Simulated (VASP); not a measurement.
The system is Be.

```
Be
1.0
     2.26497    0.00000    0.00000
    -1.13248    1.96152    0.00000
     0.00000    0.00000    3.56107
Be
2
Cartesian
  0.0000 1.3077 0.8903
  1.1325 0.6538 2.6708
```

| Quantity | Value |
| --- | --- |
| Program | VASP 6.6.1 |
| Task | relaxation of cell and atoms |
| Functional | LDA |
| Potentials or basis | VASP PAW LDA potentials, release 64 (Be) |
| Cutoff | 600 eV |
| k mesh | 24 × 24 × 12 |
| Occupations | gaussian, width 0.1 eV |
| Spin | no spin polarisation |

At the start: pressure -5.3 GPa; volume 7.91 Å³/atom.

Task: How do energy, volume and symmetry change on relaxing?

Result: Over 7 steps the energy falls by 5.7 meV/atom and the volume is 7.58 Å³/atom (-4.2 %); space group P6_3/mmc (No. 194, to 0.05 Å).

The path:
```tsv
step	energy change (eV)	largest force (eV/Å)	pressure (GPa)	volume (Å³)
1	0.0000	0.0000	-5.26	15.82
2	-0.0111	0.0000	-0.68	15.23
3	-0.0113	0.0000	-0.01	15.16
4	-0.0113	0.0000	0.10	15.14
5	-0.0113	0.0000	0.10	15.14
6	-0.0113	0.0000	0.10	15.14
7	-0.0113	0.0000	0.00	15.15
```

Final structure:
```xyz
2
Lattice="2.2309 0.0000 0.0000 -1.1154 1.9320 0.0000 0.0000 0.0000 3.5152" Properties=species:S:1:pos:R:3 pbc="T T T"
Be    0.0000    1.2880    0.8788
Be    1.1154    0.6440    2.6364
```
